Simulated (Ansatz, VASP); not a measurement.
Two plane-wave programs on Rh

```
CELL_PARAMETERS angstrom
0.00000 1.91497 1.91497
1.91497 0.00000 1.91497
1.91497 1.91497 0.00000
ATOMIC_POSITIONS crystal
Rh 0.00000 0.00000 0.00000
```

Alike in both runs: task single point; functional PBE; k mesh 26 × 26 × 26; occupations gaussian, width 0.15 eV; no spin polarisation.

|  | VASP | Ansatz |
| --- | --- | --- |
| version | VASP 6.6.1 | Ansatz 0.2.0 |
| potentials or method | VASP PAW PBE potentials, release 64 (Rh_pv), cutoff 520 eV | scalar-relativistic, plane waves, PAW |
| valence electrons in the cell | 15 | 17 |

|  | VASP | Ansatz | Ansatz less VASP |
| --- | --- | --- | --- |
| gap on the k mesh at the Fermi level (eV) | none | none | - |
| pressure (GPa) | 0.1 | 0.1 | -0.04 |

A gap of «none» marks a metal or a gap that the smearing closes. VASP's potentials hold 15 valence electrons a cell and Ansatz's 17, so a difference there can come from the potentials and not from the codes.
